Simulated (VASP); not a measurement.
Set up this calculation in VASP 6.6.1, as the native input.

```yaml
Task: single point
Functional: PBE
Potentials_or_basis: VASP PAW PBE potentials, release 64 (Te)
Cutoff: 520 eV
k_mesh: 11 × 11 × 11
Occupations: fermi-dirac, width 0.1 eV
Spin: no spin polarisation
Dipole_correction: no
Further_INCAR_settings: ALGO = Normal; EDIFF = 1e-07; NBANDS = 9
```

The structure of Te lies in POSCAR:

```
Te
1.0
    3.1587542227      0.0000000000      0.0000000000
    0.0000000000      3.1587542227      0.0000000000
    0.0000000000      0.0000000000      3.1587542227
Te
1
Direct
    0.0000000000      0.0000000000      0.0000000000
```

This isn't the form of Te at room conditions, which is trigonal, of chains.

These files were run (other wordings do the same):

INCAR

```
SYSTEM = Te
PREC = Accurate
ENCUT = 520
EDIFF = 1E-7
ISMEAR = -1
SIGMA = 0.1
LREAL = .FALSE.
LASPH = .TRUE.
NELM = 80
ALGO = Normal
ISIF = 2
LWAVE = .FALSE.
LCHARG = .FALSE.
GGA = PE
NBANDS = 9
```

KPOINTS

```
Automatic mesh
0
G
  11 11 11
  0 0 0
```

Potentials or basis: VASP PAW PBE potentials, release 64 (Te).

Run with:

```bash
$ cat potpaw_PBE.64/Te/POTCAR > POTCAR
$ mpirun -np 1 vasp_std > vasp.out
```

It gave:

```json
{
 "Pressure": "2.2 GPa",
 "Band gap on the k mesh": "zero (bands 3 and 4 overlap by 5.64 eV)"
}
```

Caveat: spin-orbit coupling is left out, which moves the levels of the heavy elements.

It took 7.3 s on 1 thread of Intel(R) Xeon(R) Platinum 8375C CPU @ 2.90GHz (Ice Lake) (shared host), peak memory 0.12 GiB.
